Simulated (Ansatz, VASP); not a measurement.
# One calculation of NaI, two programs

Contents of POSCAR:

```
NaI
1.0
    0.0000000000      3.3276138002      3.0614046961
    3.3276138002      0.0000000000      3.0614046961
    3.3276138002      3.3276138002      0.0000000000
Na I
1 1
Direct
    0.0000000000      0.0000000000      0.0000000000
    0.5000000000      0.5000000000      0.5000000000
```

Contents of INCAR.step1:

```
SYSTEM = NaI
ALGO = Normal ; EDIFF = 1E-4
ENCUT = 520 ; GGA = PE
ISMEAR = 0 ; LASPH = .TRUE.
LCHARG = .FALSE. ; LREAL = .FALSE.
LWAVE = .TRUE. ; NBANDS = 14
NELM = 100 ; PREC = Accurate
SIGMA = 0.05
```

Contents of INCAR.step2:

```
SYSTEM = NaI
ALGO = Normal ; EDIFF = 1E-6
ENCUT = 520 ; ISIF = 2
ISMEAR = 0 ; ISTART = 1
LASPH = .TRUE. ; LCHARG = .TRUE.
LELF = .TRUE. ; LMIXTAU = .TRUE.
LREAL = .FALSE. ; LVHAR = .TRUE.
LWAVE = .FALSE. ; METAGGA = R2SCAN
NBANDS = 14 ; NELM = 100
PREC = Accurate ; SIGMA = 0.05
```

File KPOINTS:

```
k-points
0
G
  8 8 8
  0 0 0
```

Input for Ansatz:

```yaml
crystal:
  lattice:
    - [0.0, 3.3276138002, 3.0614046961]
    - [3.3276138002, 0.0, 3.0614046961]
    - [3.3276138002, 3.3276138002, 0.0]
  atoms:
    - { symbol: Na, position: [0.0, 0.0, 0.0] }
    - { symbol: I, position: [0.5, 0.5, 0.5] }
basis:
  ecutwfc: 500
kpoints:
  mp_grid: { grid: [8, 8, 8] }
hamiltonian:
  xc: r2scan
scf:
  occupations: { method: gaussian, width: 0.05 }
output:
  forces: true
  stress: true
  eigenvalues: true
```

Alike in both runs: task single point; functional r2SCAN; k mesh 8 × 8 × 8; occupations gaussian, width 0.05 eV; no spin polarisation.

|  | VASP | Ansatz |
| --- | --- | --- |
| version | VASP 6.6.1 | Ansatz 0.2.0 |
| potentials or method | VASP PAW PBE potentials, release 64 (Na_pv, I), cutoff 520 eV | scalar-relativistic, plane waves, PAW |
| valence electrons in the cell | 14 | 26 |

```csv
,VASP,Ansatz,Ansatz less VASP
gap on the k mesh at the Fermi level (eV),4.41,4.40,-0.008
least direct gap on the mesh (eV),4.41,4.40,-0.008
pressure (GPa),0.1,0.2,+0.13
"traceless stress, the component that is largest in VASP (GPa)",1.80,1.76,-0.043
```

VASP's potentials were made for PBE, not for r2SCAN. VASP's potentials hold 14 valence electrons a cell and Ansatz's 26, so a difference there can come from the potentials and not from the codes.

Spin-orbit coupling is off throughout.
